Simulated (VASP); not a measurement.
# Cr (Im-3m) in VASP: a series of runs

The runs below take Cr through single point, with LDA.

All numbers are computed with VASP 6.6.1; they aren't measurements. Logs are shortened: lines on timing, memory, paths and dates and some standing lists are left out, and cuts for length are marked.

### Step 1. The cell of the first run

The structure is cubic, space group Im-3m (No. 229). Conventional cell: a = 2.476 Å, b = 2.476 Å, c = 2.476 Å, α = 90.00°, β = 90.00°, γ = 90.00°. Cr (site symmetry m-3m) has 14 Cr at 2.14 to 2.48 Å within 2.8 Å.

### Step 2. Single point, LDA, collinear spin, ferromagnetic start (7.59 Å³/atom)

File INCAR:

```
PREC     = Accurate       # precision mode
ENCUT    = 520            # plane-wave cutoff, eV
EDIFF    = 1E-6           # SCF threshold, eV
ISMEAR   = -1             # smearing method
SIGMA    = 0.1            # smearing width, eV
LREAL    = False          # projectors in reciprocal space
LASPH    = True           # aspherical terms in the spheres
NELM     = 150            # most SCF steps
ALGO     = Normal         # electronic algorithm
ISIF     = 2              # what is computed and relaxed
LWAVE    = False          # write WAVECAR
LCHARG   = False          # write CHGCAR
ISPIN    = 2              # spin polarisation
MAGMOM   = 2              # initial moments
LORBIT   = 11             # projections on sites
LMAXMIX  = 4              # l up to which the mixer works
GGA      = CA             # functional
NBANDS   = 16             # bands
```

File KPOINTS:

```
Automatic mesh
0
Gamma
  21 21 21
```

File POSCAR:

```
Cr
1.0
   -1.2380704927      1.2380704927      1.2380704927
    1.2380704927     -1.2380704927      1.2380704927
    1.2380704927      1.2380704927     -1.2380704927
Cr
1
Direct
    0.0000000000      0.0000000000      0.0000000000
```

Potentials or basis: VASP PAW LDA potentials, release 64 (Cr_pv).

The run is started by

```sh
$ cat potpaw_LDA.64/Cr_pv/POTCAR > POTCAR
$ mpirun -np 1 vasp_std > vasp.out
```

OUTCAR:

```text
PREC = Accurate
   ENCUT = 520
   EDIFF = 1E-6
   ISMEAR = -1
   LREAL = False
   LASPH = True
   NELM = 150
   ISIF = 2
   ISPIN = 2
   LORBIT = 11
   GGA = CA

 ion  position               nearest neighbor table
   1  0.000  0.000  0.000-

  LATTYP: Found a body centered cubic cell.
 ALAT       =     2.4761409854

  Lattice vectors:

 A1 = (  -1.2380704927,   1.2380704927,   1.2380704927)
 A2 = (   1.2380704927,  -1.2380704927,   1.2380704927)
 A3 = (   1.2380704927,   1.2380704927,  -1.2380704927)

Analysis of symmetry for initial positions (statically):
=====================================================================
 Subroutine PRICEL returns:
 Original cell was already a primitive cell.

 Routine SETGRP: Setting up the symmetry group for a
 body centered cubic supercell.

 Subroutine GETGRP returns: Found 48 space group operations
 (whereof 48 operations were pure point group operations)
 out of a pool of 48 trial point group operations.

The static configuration has the point symmetry O_h .

Analysis of symmetry for dynamics (positions and initial velocities):
=====================================================================
 Subroutine PRICEL returns:
 Original cell was already a primitive cell.

 Routine SETGRP: Setting up the symmetry group for a
 body centered cubic supercell.

 Subroutine GETGRP returns: Found 48 space group operations
 (whereof 48 operations were pure point group operations)
 out of a pool of 48 trial point group operations.

The dynamic configuration has the point symmetry O_h .

Analysis of structural, dynamic, and magnetic symmetry:
=====================================================================
 Subroutine PRICEL returns:
 Original cell was already a primitive cell.

 Routine SETGRP: Setting up the symmetry group for a
 body centered cubic supercell.

 Subroutine GETGRP returns: Found 48 space group operations
 (whereof 48 operations were pure point group operations)
 out of a pool of 48 trial point group operations.

The overall configuration has the point symmetry O_h .

 Subroutine INISYM returns: Found 48 space group operations
 (whereof 48 operations are pure point group operations),
 and found     1 'primitive' translations

----------------------------------------------------------------------------------------

                                     Primitive cell

  volume of cell :       7.5909

  direct lattice vectors                    reciprocal lattice vectors
    -1.238070493  1.238070493  1.238070493     0.000000000  0.403854226  0.403854226
     1.238070493 -1.238070493  1.238070493     0.403854226  0.000000000  0.403854226
     1.238070493  1.238070493 -1.238070493     0.403854226  0.403854226  0.000000000

  length of vectors
     2.144400997  2.144400997  2.144400997     0.571136123  0.571136123  0.571136123

  position of ions in fractional coordinates (direct lattice)
     0.000000000  0.000000000  0.000000000

  ion indices of the primitive-cell ions
   primitive index   ion index
                 1           1

----------------------------------------------------------------------------------------

 KPOINTS: Automatic mesh

Automatic generation of k-mesh.
 Grid dimensions read from file:
 generate k-points for:   21   21   21

 Generating k-lattice:

  Cartesian coordinates                     Fractional coordinates (reciprocal lattice)
     0.000000000  0.019231154  0.019231154     0.047619048  0.000000000  0.000000000
     0.019231154  0.000000000  0.019231154     0.000000000  0.047619048  0.000000000
     0.019231154  0.019231154  0.000000000     0.000000000  0.000000000  0.047619048

  Length of vectors
     0.027196958  0.027196958  0.027196958

  Shift w.r.t. Gamma in fractional coordinates (k-lattice)
     0.000000000  0.000000000  0.000000000

 Subroutine IBZKPT returns following result:
 ===========================================

 Found    286 irreducible k-points:

 Following reciprocal coordinates:
            Coordinates               Weight
  0.000000  0.000000  0.000000      1.000000
  0.047619  0.000000  0.000000     12.000000
  0.095238  0.000000  0.000000     12.000000
  0.142857  0.000000  0.000000     12.000000
  0.190476  0.000000  0.000000     12.000000
  0.238095  0.000000  0.000000     12.000000
[... 16 lines left out ...]
  0.142857  0.095238 -0.000000     48.000000
  0.190476  0.095238  0.000000     48.000000
 [... further k-points ...]
   k-points           NKPTS =    286   k-points in BZ     NKDIM =    286   number of bands    NBANDS=     16
   number of dos      NEDOS =    301   number of ions     NIONS =      1
   total plane-waves  NPLWV =   4096
   dimension x,y,z NGX =    16 NGY =   16 NGZ =   16
   dimension x,y,z NGXF=    32 NGYF=   32 NGZF=   32
   ions per type =               1
   NGX,Y,Z   is equivalent  to a cutoff of  12.40, 12.40, 12.40 a.u.
   NGXF,Y,Z  is equivalent  to a cutoff of  24.81, 24.81, 24.81 a.u.
 SYSTEM =  unknown system
   PREC   = accura    normal or accurate (medium, high low for compatibility)
   ISTART =      0    job   : 0-new  1-cont  2-samecut
   ICHARG =      2    charge: 1-file 2-atom 10-const
   ISPIN  =      2    spin polarized calculation?
   LNONCOLLINEAR =      F non collinear calculations
   LSORBIT =      F    spin-orbit coupling
   LASPH  =      T    aspherical Exc in radial PAW
   ENCUT  =  520.0 eV  38.22 Ry    6.18 a.u.   3.99  3.99  3.99*2*pi/ulx,y,z
   NELM   =    150;   NELMIN=  2; NELMDL= -5     # of ELM steps
   EDIFF  = 0.1E-05   stopping-criterion for ELM
   LREAL  =      F    real-space projection
   EDIFFG = 0.1E-04   stopping-criterion for IOM
   NSW    =      0    number of steps for IOM
   IBRION =     -1    ionic relax: 0-MD 1-quasi-New 2-CG
   NFREE  =      0    steps in history (QN), initial steepest desc. (CG)
   ISIF   =      2    stress and relaxation
   ISYM   =      2    0-nonsym 1-usesym 2-fastsym
   POTIM  = 0.5000    time-step for ionic-motion
   TEBEG  =    0.0;   TEEND  =   0.0 temperature during run
   PSTRESS=    0.0 pullay stress
   NELECT =      12.0000    total number of electrons
   NUPDOWN=      -1.0000    fix difference up-down
   EMIN   =  10.00;   EMAX   =-10.00  energy-range for DOS
   EFERMI =   0.00;   METHOD = LEGACY
   ISMEAR =    -1;   SIGMA  =   0.10  broadening in eV -4-tet -1-fermi 0-gaus
   EFERMI_NEDOS =   21; number of points for ismear=-14 and -15
   IALGO  =     38    algorithm
   IMIX   =      4    mixing-type and parameters
     AMIX     =   0.40;   BMIX     =  1.00
     AMIX_MAG =   1.60;   BMIX_MAG =  1.00
  volume/ion in A,a.u.               =       7.59        51.23
  Fermi-wavevector in a.u.,A,eV,Ry     =   1.907084  3.603867 49.483985  3.636970
  Thomas-Fermi vector in A             =   2.944685
   LORBIT       =     11    0 simple, 1 ext, 2 COOP (PROOUT), +10 PAW based schemes
   GGA     = CA    functional components
   LHFCALC =     F    Hartree Fock is set to
   AEXX    =    0.0000 exact exchange contribution
   IVDW    =     0    specifies the selected vdW correction
   LEPSILON=     F    determine dielectric tensor
   LRPA    =     F    only Hartree local field effects (RPA)
 spin polarized calculation
  energy-cutoff  :      520.00
  volume of cell :        7.59
 maximum number of plane-waves:       228
   NGX =  7   NGY =  7   NGZ =  7

 number of electron      12.0000010 magnetization      -0.0005011

 number of electron      12.0000010 magnetization       0.0002702

 Free energy of the ion-electron system (eV)
  ---------------------------------------------------
  ext. energy  EPLUGINS =         0.00000000
  ---------------------------------------------------
  free energy    TOTEN  =        -8.94624993 eV

  energy without entropy =       -8.92670209  energy(sigma->0) =       -8.93647601

 E-fermi :  18.2380     XC(G=0): -16.6324

 val. band max:       18.2326852341   @ k =  -0.3333   0.3333   0.2857
 cond. band min:      18.2504365495   @ k =  -0.1429   0.1429   0.0952
 fundamental gap:      0.0177513154
 Fermi energy:        18.2380021671

 spin component 1

 k-point     1 :       0.0000    0.0000    0.0000
  band No.  band energies     occupation
      1     -23.3985      1.00000
      2     -23.3985      1.00000
      3     -23.3985      1.00000
      4       9.4647      1.00000
      5      16.3918      1.00000
      6      16.3918      1.00000
[... 8 lines left out ...]
     15      56.4200      0.00000
     16      66.8753      0.00000

 k-point     2 :       0.0476    0.0000    0.0000
  band No.  band energies     occupation
      1     -23.4786      1.00000
      2     -23.4205      1.00000
      3     -23.3997      1.00000
      4       9.6162      1.00000
      5      16.3178      1.00000
      6      16.3812      1.00000
[... 8 lines left out ...]
     15      56.5954      0.00000
     16      65.3547      0.00000
[... 387 lines left out ...]
      5      15.4240      1.00000
      6      15.7007      1.00000
[... 8 lines left out ...]
     15      55.7615      0.00000
     16      60.4669      0.00000

 k-point    24 :       0.1905    0.0952    0.0000
  band No.  band energies     occupation
      1     -25.0750      1.00000
      2     -23.8650      1.00000
      3     -23.5174      1.00000
      4      12.3055      1.00000
      5      15.0099      1.00000
      6      15.7523      1.00000
[... 8 lines left out ...]
     15      54.7763      0.00000
     16      60.8141      0.00000

 [... further k-points ...]

 spin component 2

 k-point     1 :       0.0000    0.0000    0.0000
  band No.  band energies     occupation
      1     -23.3982      1.00000
      2     -23.3982      1.00000
      3     -23.3982      1.00000
      4       9.4647      1.00000
      5      16.3920      1.00000
      6      16.3920      1.00000
[... 8 lines left out ...]
     15      56.4202      0.00000
     16      66.8754      0.00000

 k-point     2 :       0.0476    0.0000    0.0000
  band No.  band energies     occupation
      1     -23.4783      1.00000
      2     -23.4202      1.00000
      3     -23.3994      1.00000
      4       9.6163      1.00000
      5      16.3179      1.00000
      6      16.3813      1.00000
[... 8 lines left out ...]
     15      56.5956      0.00000
     16      65.3571      0.00000
[... 387 lines left out ...]
      5      15.4241      1.00000
      6      15.7009      1.00000
[... 8 lines left out ...]
     15      55.7615      0.00000
     16      60.4670      0.00000

 k-point    24 :       0.1905    0.0952    0.0000
  band No.  band energies     occupation
      1     -25.0747      1.00000
      2     -23.8647      1.00000
      3     -23.5171      1.00000
      4      12.3056      1.00000
      5      15.0100      1.00000
      6      15.7525      1.00000
[... 8 lines left out ...]
     15      54.7764      0.00000
     16      60.8142      0.00000

 [... further k-points ...]
[... 5 lines left out ...]
  --------------------------------------------------------------------------------------
  -------------------------------------------------------------------------------------
  Total       10.6773779     10.6773779     10.6773779     -0.0000000      0.0000000     -0.0000000
  in kB     2253.6116944   2253.6116944   2253.6116944     -0.0000000      0.0000000     -0.0000000
  external PRESSURE =    2253.6116944 kB  Pullay stress =       0.0000000 kB

 VOLUME and BASIS-vectors are now :
 -----------------------------------------------------------------------------
  energy-cutoff  :      520.00
  volume of cell :        7.59
      direct lattice vectors                 reciprocal lattice vectors
    -1.238070493  1.238070493  1.238070493     0.000000000  0.403854226  0.403854226
     1.238070493 -1.238070493  1.238070493     0.403854226  0.000000000  0.403854226
     1.238070493  1.238070493 -1.238070493     0.403854226  0.403854226  0.000000000

 POSITION                                       TOTAL-FORCE (eV/Angst)
 -----------------------------------------------------------------------------------
      0.00000      0.00000      0.00000         0.000000     -0.000000     -0.000000
 -----------------------------------------------------------------------------------
    total drift:                                0.000000      0.000000     -0.000000

  FREE ENERGIE OF THE ION-ELECTRON SYSTEM (eV)
  ---------------------------------------------------
  free  energy   TOTEN  =        -8.9462499304 eV

  energy  without entropy=       -8.9267020900  energy(sigma->0) =       -8.93647601

 total charge

# of ion       s       p       d       tot
------------------------------------------
    1        0.587   6.722   5.038  12.346

 magnetization (x)

# of ion       s       p       d       tot
------------------------------------------
    1        0.000   0.000   0.000   0.000
```

Wall time 53 s (1 thread of Intel Xeon 8259CL, shared host); peak memory 0.16 GiB.

Results:

| Item | Value |
| --- | --- |
| Free energy | -8.9462 eV |
| Pressure | 225.4 GPa |
| Band gap on the k mesh | zero (filled and empty bands overlap) |
| Net moment | 0.00 μB per cell |

Caveat: the cell stands under pressure; an empty level that is flat over the whole mesh can mark a ghost state of the potentials, or a narrow d or f band.

(Continued in part 2 of 2.)
